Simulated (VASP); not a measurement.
# Sr (Fd-3m) in VASP: further runs

The runs below take Sr through single point, relaxation of cell and atoms, with PBEsol.

All numbers are computed with VASP 6.6.1; they aren't measurements. Logs are shortened: lines on timing, memory, paths and dates and some standing lists are left out, and cuts for length are marked.

## (1) The cell of the first run

It takes space group Fd-3m (No. 227, cubic). The conventional cell has a = 9.725 Å, b = 9.725 Å, c = 9.725 Å, α = 90.00°, β = 90.00°, γ = 90.00°. Sr (site symmetry -43m) has 4 Sr at 4.21 Å within 5.5 Å.

## (2) Single point, PBEsol (volume scaled by 1.12)

Contents of INCAR:

```
SYSTEM = Sr
ALGO = Normal
EDIFF = 1E-7
ENCUT = 520
GGA = PS
ISIF = 2
ISMEAR = -1
LASPH = .TRUE.
LCHARG = .FALSE.
LREAL = .FALSE.
LWAVE = .FALSE.
NBANDS = 17
NELM = 80
PREC = Accurate
SIGMA = 0.1
```

Contents of KPOINTS:

```
k-points
0
G
  7 7 7
  0 0 0
```

Contents of POSCAR:

```
Sr
1.0
    0.0000000000      4.8624770779      4.8624770779
    4.8624770779      0.0000000000      4.8624770779
    4.8624770779      4.8624770779      0.0000000000
Sr
2
Direct
    0.1250000000      0.1250000000      0.1250000000
    0.8750000000      0.8750000000      0.8750000000
```

Potentials or basis: VASP PAW PBE potentials, release 64 (Sr_sv).

Launch:

```console
cat potpaw_PBE.64/Sr_sv/POTCAR > POTCAR
mpirun -np 1 vasp_std > vasp.out
```

OUTCAR:

```text
SYSTEM = Sr
   EDIFF = 1E-7
   ENCUT = 520
   GGA = PS
   ISIF = 2
   ISMEAR = -1
   LASPH = .TRUE.
   LREAL = .FALSE.
   NELM = 80
   PREC = Accurate

 ion  position               nearest neighbor table
   1  0.125  0.125  0.125-   2 4.21   2 4.21   2 4.21   2 4.21
   2  0.875  0.875  0.875-   1 4.21   1 4.21   1 4.21   1 4.21

  LATTYP: Found a face centered cubic cell.
 ALAT       =     9.7249541558

  Lattice vectors:

 A1 = (   0.0000000000,   4.8624770779,   4.8624770779)
 A2 = (   4.8624770779,   0.0000000000,   4.8624770779)
 A3 = (   4.8624770779,   4.8624770779,   0.0000000000)

Analysis of symmetry for initial positions (statically):
=====================================================================
 Subroutine PRICEL returns:
 Original cell was already a primitive cell.

 Routine SETGRP: Setting up the symmetry group for a
 face centered cubic supercell.

 Subroutine GETGRP returns: Found 48 space group operations
 (whereof 12 operations were pure point group operations)
 out of a pool of 48 trial point group operations.

The static configuration has the point symmetry D_3d.
 The point group associated with its full space group is O_h .

Analysis of symmetry for dynamics (positions and initial velocities):
=====================================================================
 Subroutine PRICEL returns:
 Original cell was already a primitive cell.

 Routine SETGRP: Setting up the symmetry group for a
 face centered cubic supercell.

 Subroutine GETGRP returns: Found 48 space group operations
 (whereof 12 operations were pure point group operations)
 out of a pool of 48 trial point group operations.

The dynamic configuration has the point symmetry D_3d.
 The point group associated with its full space group is O_h .

 Subroutine INISYM returns: Found 48 space group operations
 (whereof 12 operations are pure point group operations),
 and found     1 'primitive' translations

----------------------------------------------------------------------------------------

                                     Primitive cell

  volume of cell :     229.9337

  direct lattice vectors                    reciprocal lattice vectors
     0.000000000  4.862477078  4.862477078    -0.102828248  0.102828248  0.102828248
     4.862477078  0.000000000  4.862477078     0.102828248 -0.102828248  0.102828248
     4.862477078  4.862477078  0.000000000     0.102828248  0.102828248 -0.102828248

  length of vectors
     6.876581030  6.876581030  6.876581030     0.178103750  0.178103750  0.178103750

[... 74 lines left out ...]
   NELM   =     80;   NELMIN=  2; NELMDL= -5     # of ELM steps
   EDIFF  = 0.1E-06   stopping-criterion for ELM
   LREAL  =      F    real-space projection
   EDIFFG = 0.1E-05   stopping-criterion for IOM
   NSW    =      0    number of steps for IOM
   IBRION =     -1    ionic relax: 0-MD 1-quasi-New 2-CG
   NFREE  =      0    steps in history (QN), initial steepest desc. (CG)
   ISIF   =      2    stress and relaxation
   ISYM   =      2    0-nonsym 1-usesym 2-fastsym
   POTIM  = 0.5000    time-step for ionic-motion
   TEBEG  =    0.0;   TEEND  =   0.0 temperature during run
   PSTRESS=    0.0 pullay stress
   NELECT =      20.0000    total number of electrons
   NUPDOWN=      -1.0000    fix difference up-down
   EMIN   =  10.00;   EMAX   =-10.00  energy-range for DOS
   EFERMI =   0.00;   METHOD = LEGACY
   ISMEAR =    -1;   SIGMA  =   0.10  broadening in eV -4-tet -1-fermi 0-gaus
   EFERMI_NEDOS =   21; number of points for ismear=-14 and -15
   IALGO  =     38    algorithm
   IMIX   =      4    mixing-type and parameters
     AMIX     =   0.40;   BMIX     =  1.00
     AMIX_MAG =   1.60;   BMIX_MAG =  1.00
  volume/ion in A,a.u.               =     114.97       775.83
  Fermi-wavevector in a.u.,A,eV,Ry     =   0.725355  1.370722  7.158567  0.526140
  Thomas-Fermi vector in A             =   1.816056
   LORBIT       =      0    0 simple, 1 ext, 2 COOP (PROOUT), +10 PAW based schemes
   GGA     = PS    functional components
   LHFCALC =     F    Hartree Fock is set to
   AEXX    =    0.0000 exact exchange contribution
   IVDW    =     0    specifies the selected vdW correction
   LEPSILON=     F    determine dielectric tensor
   LRPA    =     F    only Hartree local field effects (RPA)
 non-spin polarized calculation
  energy-cutoff  :      520.00
  volume of cell :      229.93
 maximum number of plane-waves:      6213
 NGX is ok and might be reduce to    54
   NGX = 25   NGY = 25   NGZ = 25

 number of electron      20.0000000 magnetization

 Free energy of the ion-electron system (eV)
  ---------------------------------------------------
  ext. energy  EPLUGINS =         0.00000000
  ---------------------------------------------------
  free energy    TOTEN  =        -1.64391085 eV

  energy without entropy =       -1.53676368  energy(sigma->0) =       -1.59033726

 E-fermi :  -0.4556     XC(G=0):  -5.2893

 val. band max:       -0.4798769814   @ k =  -0.2857   0.4286   0.1429
 cond. band min:      -0.4361356319   @ k =   0.2857   0.2857   0.0000
 fundamental gap:      0.0437413495
 Fermi energy:        -0.4556097631

 k-point     1 :       0.0000    0.0000    0.0000
  band No.  band energies     occupation
      1     -38.0710      2.00000
      2     -38.0602      2.00000
      3     -20.0545      2.00000
      4     -20.0545      2.00000
      5     -20.0545      2.00000
      6     -19.9942      2.00000
[... 377 lines left out ...]
      4     -20.0640      2.00000
      5     -20.0306      2.00000
      6     -20.0187      2.00000
[... 9 lines left out ...]
     16       1.0281      0.00000
     17       1.5838      0.00000

------------------------ aborting loop because EDIFF is reached ----------------------------------------

  FORCE on cell =-STRESS in cart. coord.  units (eV):
  Direction    XX          YY          ZZ          XY          YZ          ZX
  --------------------------------------------------------------------------------------
  -------------------------------------------------------------------------------------
  Total       -0.4028170     -0.4028170     -0.4028170     -0.0000000     -0.0000000      0.0000000
  in kB       -2.8068274     -2.8068274     -2.8068274     -0.0000000     -0.0000000      0.0000000
  external PRESSURE =      -2.8068274 kB  Pullay stress =       0.0000000 kB

 VOLUME and BASIS-vectors are now :
 -----------------------------------------------------------------------------
  energy-cutoff  :      520.00
  volume of cell :      229.93
      direct lattice vectors                 reciprocal lattice vectors
     0.000000000  4.862477078  4.862477078    -0.102828248  0.102828248  0.102828248
     4.862477078  0.000000000  4.862477078     0.102828248 -0.102828248  0.102828248
     4.862477078  4.862477078  0.000000000     0.102828248  0.102828248 -0.102828248

 POSITION                                       TOTAL-FORCE (eV/Angst)
 -----------------------------------------------------------------------------------
      1.21562      1.21562      1.21562         0.000000      0.000000      0.000000
      8.50933      8.50933      8.50933        -0.000000     -0.000000     -0.000000
 -----------------------------------------------------------------------------------
    total drift:                               -0.000000      0.000000     -0.000000

  FREE ENERGIE OF THE ION-ELECTRON SYSTEM (eV)
  ---------------------------------------------------
  free  energy   TOTEN  =        -1.6439108478 eV

  energy  without entropy=       -1.5367636770  energy(sigma->0) =       -1.59033726
```

OSZICAR:

```text
N       E                     dE             d eps       ncg     rms          rms(c)
DAV:   1     0.117424145386E+03    0.11742E+03   -0.84891E+03   720   0.882E+02
DAV:   2     0.881218524112E+01   -0.10861E+03   -0.10758E+03   917   0.212E+02
DAV:   3    -0.115721917806E+01   -0.99694E+01   -0.99279E+01  1184   0.456E+01
DAV:   4    -0.161218759983E+01   -0.45497E+00   -0.45192E+00   985   0.809E+00
DAV:   5    -0.162144638175E+01   -0.92588E-02   -0.92548E-02  1047   0.103E+00    0.115E+01
DAV:   6    -0.163256851320E+01   -0.11122E-01   -0.10074E-02   969   0.833E-01    0.643E+00
DAV:   7    -0.164266312143E+01   -0.10095E-01   -0.15326E-02   714   0.103E+00    0.267E-01
DAV:   8    -0.164372880194E+01   -0.10657E-02   -0.23668E-03  1144   0.218E-01    0.557E-02
DAV:   9    -0.164381689980E+01   -0.88098E-04   -0.82305E-05   935   0.359E-02    0.346E-02
DAV:  10    -0.164391148688E+01   -0.94587E-04   -0.10529E-04   740   0.479E-02    0.146E-02
DAV:  11    -0.164391146811E+01    0.18772E-07   -0.49235E-06  1153   0.996E-03    0.731E-03
DAV:  12    -0.164391084972E+01    0.61839E-06   -0.18843E-06   868   0.804E-03    0.429E-03
DAV:  13    -0.164391084777E+01    0.19511E-08   -0.20424E-07   723   0.150E-03
   1 F= -.16439108E+01 E0= -.15903373E+01  d E =-.107147E+00
```

Wall time 55 s (1 thread of AMD EPYC 9R45 (Zen 5), shared host); peak memory 0.37 GiB.

Results:

| Quantity | Value |
| --- | --- |
| Free energy | -1.6439 eV |
| Pressure | -0.3 GPa |
| Band gap on the k mesh | zero (band 10 reaches 0.20 eV, above the bottom of band 11 at -0.48 eV) |

Caveat: the cell differs from its parent crystal (volume scaled by 1.12); the PAW data sets were made with another functional, which shifts forces and pressure a little.

## (3) Relaxation of cell and atoms, PBEsol

This run uses another cell than the first one, of 76.03 Å³/atom, 0.661 times its volume.

Contents of INCAR:

```
SYSTEM = Sr
  ALGO = Normal
  EDIFF = 1E-7
  EDIFFG = -0.01
  ENCUT = 600
  GGA = PS
  IBRION = 2
  ISIF = 3
  ISMEAR = -1
  LASPH = .TRUE.
  LCHARG = .FALSE.
  LREAL = .FALSE.
  LWAVE = .FALSE.
  NELM = 100
  NSW = 80
  PREC = Accurate
  SIGMA = 0.1
```

KPOINTS is that of step 2.

Contents of POSCAR:

```
Sr
1.0
    0.0000000000      4.2364013364      4.2364013364
    4.2364013364      0.0000000000      4.2364013364
    4.2364013364      4.2364013364      0.0000000000
Sr
2
Direct
    0.1250000000      0.1250000000      0.1250000000
    0.8750000000      0.8750000000      0.8750000000
```

Potentials or basis: VASP PAW PBE potentials, release 64 (Sr_sv).

Launch:

```console
cat potpaw_PBE.64/Sr_sv/POTCAR > POTCAR
mpirun -np 1 vasp_std > vasp.out
```

Wall time 2.1 min (1 thread of AMD EPYC 9R45 (Zen 5), shared host); peak memory 0.32 GiB.

Results (log left out):

| Quantity | Value |
| --- | --- |
| Free energy | -1.6650 eV |
| Relaxed volume | 102.90 Å³/atom |
| Relaxed cell | a = 6.627 Å, b = 6.627 Å, c = 6.627 Å, α = 60.00°, β = 60.00°, γ = 60.00° |
| Space group after relaxing (to 0.05 Å) | Fd-3m (No. 227) |
| Energy gained by relaxing | 82.2 meV/atom |
| Ionic steps | 4 |
| Pressure after relaxing | 0.0 GPa |
| Band gap on the k mesh | zero (band 10 reaches 0.43 eV, above the bottom of band 11 at -0.34 eV) |

Step by step:
```
step  energy change (eV)  largest force (eV/Å)  pressure (GPa)  volume (Å³)
   1              0.0000                0.0000            1.08       152.06
   2             -0.0677                0.0000            0.80       163.63
   3             -0.1637                0.0000            0.06       201.84
   4             -0.1643                0.0000            0.00       205.79
```

Final structure:
```
CELL_PARAMETERS angstrom
0.00000 4.68598 4.68598
4.68598 0.00000 4.68598
4.68598 4.68598 0.00000
ATOMIC_POSITIONS crystal
Sr 0.12500 0.12500 0.12500
Sr 0.87500 0.87500 0.87500
```

Levels at points of the mesh, in eV from the Fermi level:
| k point | band 6 | band 7 | band 8 | band 9 | band 10 | band 11 | band 12 | band 13 | band 14 |
| --- | --- | --- | --- | --- | --- | --- | --- | --- | --- |
| (0.00, 0.00, 0.00) | -19.41 | -19.41 | -19.41 | -2.72 | 0.70 | 0.70 | 0.70 | 0.89 | 0.89 |

Caveat: the volume moved by over 15 % at a fixed basis, so the end points are rough; the PAW data sets were made with another functional, which shifts forces and pressure a little.
